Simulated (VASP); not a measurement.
**Cs: single point with LDA**

Crystal: Cs.

```
Cs
1.0
     5.06892    0.00000    0.00000
    -2.53446    4.38982    0.00000
     0.00000    0.00000    8.29754
Cs
2
Direct
  0.33333 0.66667 0.25000
  0.66667 0.33333 0.75000
```

This isn't the form of Cs at room conditions, which is bcc.

| Property | Result |
| --- | --- |
| Program | VASP 6.6.1 |
| Task | single point |
| Functional | LDA |
| Potentials or basis | VASP PAW LDA potentials, release 64 (Cs_sv) |
| Cutoff | 520 eV |
| k mesh | 8 × 8 × 5 |
| Occupations | fermi-dirac, width 0.1 eV |
| Spin | no spin polarisation |
| Dipole correction | no |
| Further INCAR settings | ALGO = Normal; EDIFF = 1e-07; NBANDS = 16 |

The pressure is 0.1 GPa and the band gap on the k mesh is zero (bands 9 and 10 overlap by 1.38 eV).

Levels at points of the mesh, in eV from the Fermi level:
```csv
k point,band 5,band 6,band 7,band 8,band 9,band 10,band 11,band 12,band 13,band 14
"(0.00, 0.00, 0.00)",-10.42,-10.38,-10.38,-10.38,-1.90,-0.15,1.10,2.46,2.46,2.47
"(0.50, 0.00, 0.00)",-10.54,-10.48,-10.45,-10.42,-0.04,0.39,0.67,1.01,1.83,2.26
```

Wall time 110 s on 1 thread of Intel Xeon 8259CL, with other jobs on the host, peak memory 0.27 GiB.

Caveat: spin-orbit coupling is left out, which moves the levels of the heavy elements.
